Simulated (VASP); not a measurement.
Write the native input for VASP 6.6.1 that does the following.

```yaml
Task: single point
Functional: PBE
Potentials_or_basis: VASP PAW PBE potentials, release 64 (Hf_pv, N)
Cutoff: 520 eV
k_mesh: 18 × 18 × 18
Occupations: gaussian, width 0.15 eV
Spin: no spin polarisation
Dipole_correction: no
Further_INCAR_settings: ALGO = Normal; EDIFF = 1e-07; NBANDS = 14
```

The structure of HfN lies in POSCAR:

```
HfN
1.0
    0.0000000000      2.1912300000      2.2590000000
    2.1912300000      0.0000000000      2.2590000000
    2.1912300000      2.1912300000      0.0000000000
Hf N
1 1
Direct
    0.0000000000      0.0000000000      0.0000000000
    0.5000000000      0.5000000000      0.5000000000
```

This cell differs from its parent crystal: strain -0.030 along x and y, +0.000 along z.

These files were run (other wordings do the same):

INCAR

```
SYSTEM = HfN
ALGO = Normal
EDIFF = 1E-7
ENCUT = 520
GGA = PE
ISIF = 2
ISMEAR = 0
LASPH = .TRUE.
LCHARG = .FALSE.
LREAL = .FALSE.
LWAVE = .FALSE.
NBANDS = 14
NELM = 60
PREC = Accurate
SIGMA = 0.15
```

KPOINTS

```
k-points
0
G
  18 18 18
  0 0 0
```

Potentials or basis: VASP PAW PBE potentials, release 64 (Hf_pv, N).

Run with:

```sh
$ cat potpaw_PBE.64/Hf_pv/POTCAR potpaw_PBE.64/N/POTCAR > POTCAR
$ mpirun -np 1 vasp_std > vasp.out
```

It gave:

| Property | Result |
| --- | --- |
| Pressure | 23.4 GPa |
| Band gap on the k mesh | zero (an odd number of electrons rules out a gap without spin polarisation) |

Caveat: the cell differs from its parent crystal (strain -0.030 along x and y, +0.000 along z); the stress differs along the axes, from 11 to 30 GPa; spin-orbit coupling is left out, which moves the levels of the heavy elements.

Run time: 3 min on 1 thread of Intel Xeon 8259CL (shared host), peak memory 0.27 GiB.
